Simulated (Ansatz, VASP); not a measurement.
## Sb: VASP beside Ansatz

```
CELL_PARAMETERS angstrom
6.83271 0.00000 0.00000
-3.41635 5.91730 0.00000
0.00000 0.00000 23.33000
ATOMIC_POSITIONS crystal
Sb 0.77778 0.55556 0.61890
Sb 0.44299 0.91669 0.61435
Sb 0.13279 0.25167 0.61316
Sb 0.43979 0.23372 0.69164
Sb 0.12649 0.57486 0.68771
Sb 0.78635 0.91437 0.68142
```

Alike in both runs: task single point; functional PBEsol; dispersion D4; k mesh 6 × 6 × 1; occupations gaussian, width 0.04 eV; no spin polarisation.

```csv
,VASP,Ansatz
version,VASP 6.6.1,Ansatz 0.2.0
potentials or method,"VASP PAW PBE potentials, release 64 (Sb), cutoff 400 eV","scalar-relativistic, plane waves, PAW"
valence electrons in the cell,30,90
```

```csv
,VASP,Ansatz,Ansatz less VASP
gap on the k mesh at the Fermi level (eV),0.82,0.81,-0.009
least direct gap on the mesh (eV),0.84,0.82,-0.027
rms of the force components (eV/Å),0.080,0.053,-0.0271
```

VASP's potentials were made for PBE, not for PBEsol, and Ansatz warns of the same on its side. Atom by atom the forces differ by 0.071 eV/Å (rms over components). VASP's potentials hold 30 valence electrons a cell and Ansatz's 90, so a difference there can come from the potentials and not from the codes.

Spin-orbit coupling is off throughout.
